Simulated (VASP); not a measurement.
Ni:

```
CELL_PARAMETERS angstrom
0.00000 -1.76805 -1.76805
-3.53610 -1.76805 -1.76805
0.00000 1.76805 -1.76805
ATOMIC_POSITIONS crystal
Ni 0.00000 0.00000 0.00000
Ni 0.00000 0.50000 0.50000
```

Base run:

* Program: VASP 6.6.1
* Functional: PBE
* Potentials or basis: VASP PAW PBE potentials, release 64 (Ni)
* Cutoff: 520 eV
* k mesh: 12 × 7 × 10
* Occupations: fermi-dirac, width 0.05 eV
* Spin: collinear spin, ferromagnetic start
* Starting moments: [2.0, 2.0] μB

Its results: pressure -2.8 GPa; net moment 1.29 μB per cell; site moments Ni +0.66 μB.

Problem. The run is repeated on the same cell with these changes: spin from collinear spin, ferromagnetic start to collinear spin, antiferromagnetic start; moments at the start from [2.0, 2.0] to [2.0, -2.0]. What comes out?

Solution. Pressure -3.8 GPa; net moment 0.00 μB per cell; site moments Ni +0.10, -0.10 μB.
